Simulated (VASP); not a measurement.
Here is a VASP 6.6.1 calculation.

Contents of INCAR:

```
SYSTEM = Pt
PREC     = Accurate       ! precision mode
ENCUT    = 520            ! plane-wave cutoff, eV
EDIFF    = 1E-7           ! SCF threshold, eV
ISMEAR   = -1             ! smearing method
SIGMA    = 0.06122561905347299 ! smearing width, eV
LREAL    = .FALSE.        ! projectors in reciprocal space
LASPH    = .TRUE.         ! aspherical terms in the spheres
NELM     = 100            ! most SCF steps
ALGO     = Normal         ! electronic algorithm
ISIF     = 2              ! what is computed and relaxed
LWAVE    = .FALSE.        ! write WAVECAR
LCHARG   = .FALSE.        ! write CHGCAR
GGA      = PE             ! functional
NBANDS   = 11             ! bands
```

Contents of KPOINTS:

```
Automatic mesh
0
G
  48 48 48
  0 0 0
```

POSCAR

```
Pt
1.0
   -1.6134097584      1.6134097584      1.6134097584
    1.6134097584     -1.6134097584      1.6134097584
    1.6134097584      1.6134097584     -1.6134097584
Pt
1
Direct
    0.0000000000      0.0000000000      0.0000000000
```

Potentials or basis: VASP PAW PBE potentials, release 64 (Pt).

The run is started by

```bash
$ cat potpaw_PBE.64/Pt/POTCAR > POTCAR
$ mpirun -np 1 vasp_std > vasp.out
```

Problem. Estimate the pressure.

Solution. -12.4 GPa.

Problem. Predict the band gap on the k mesh.

Solution. Zero (bands 5 and 6 overlap by 1.95 eV).

Caveat: the cell stands under tension; spin-orbit coupling is left out, which moves the levels of the heavy elements.
